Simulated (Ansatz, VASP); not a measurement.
## Two plane-wave programs on Se

The input INCAR:

```
SYSTEM = Se
PREC = Accurate ; ENCUT = 600
EDIFF = 1E-7 ; ISMEAR = -1
SIGMA = 0.1 ; LREAL = .False.
LASPH = .True. ; NELM = 100
ALGO = Normal ; ISIF = 3
LWAVE = .False. ; LCHARG = .False.
GGA = PE ; IBRION = 2
NSW = 60 ; EDIFFG = -0.005
```

KPOINTS

```
Automatic mesh
0
Gamma
  16 16 15
  0 0 0
```

The input POSCAR:

```
Se
1.0
    2.9936294983      0.0000000000      0.0000000000
   -1.4968147491      2.5925591950      0.0000000000
    0.0000000000      0.0000000000      2.8140117284
Se
1
Direct
    0.0000000000      0.0000000000      0.0000000000
```

Input for Ansatz:

```yaml
crystal:
  lattice:
    - [2.9936294983, 0.0, 0.0]
    - [-1.4968147491, 2.592559195, 0.0]
    - [0.0, 0.0, 2.8140117284]
  atoms:
    - { symbol: Se, position: [0.0, 0.0, 0.0] }
kpoints:
  mp_grid: { grid: [16, 16, 15] }
scf:
  occupations: { method: fermi_dirac, width: 0.1 }
hamiltonian:
  xc: pbe
  pseudopotentials: { kind: paw }
output:
  forces: true
  stress: true
relax:
  f_tol: 0.005
  max_steps: 40
  cell: {}
```

Alike in both runs: task relaxation of cell and atoms; functional PBE; k mesh 16 × 16 × 15; occupations fermi-dirac, width 0.1 eV; no spin polarisation.

|  | VASP | Ansatz |
| --- | --- | --- |
| version | VASP 6.6.1 | Ansatz 0.2.0 |
| potentials or method | VASP PAW PBE potentials, release 64 (Se) | PAW with Ansatz's default frozen-core files, scalar-relativistic |
| plane-wave cutoff (eV) | 600 | 420 |
| valence electrons in the cell | 6 | 16 |

Ansatz gave:

| Quantity | Value |
| --- | --- |
| relaxed volume (Å³/atom) | 22.25 |
| relaxed cell length with the largest relative difference (Å) | 2.619 |

Task: Which values does VASP return?

Result: Relaxed volume (Å³/atom): 22.26; relaxed cell length with the largest relative difference (Å): 2.620.

VASP's potentials hold 6 valence electrons a cell and Ansatz's 16, so a difference there can come from the potentials and not from the codes.
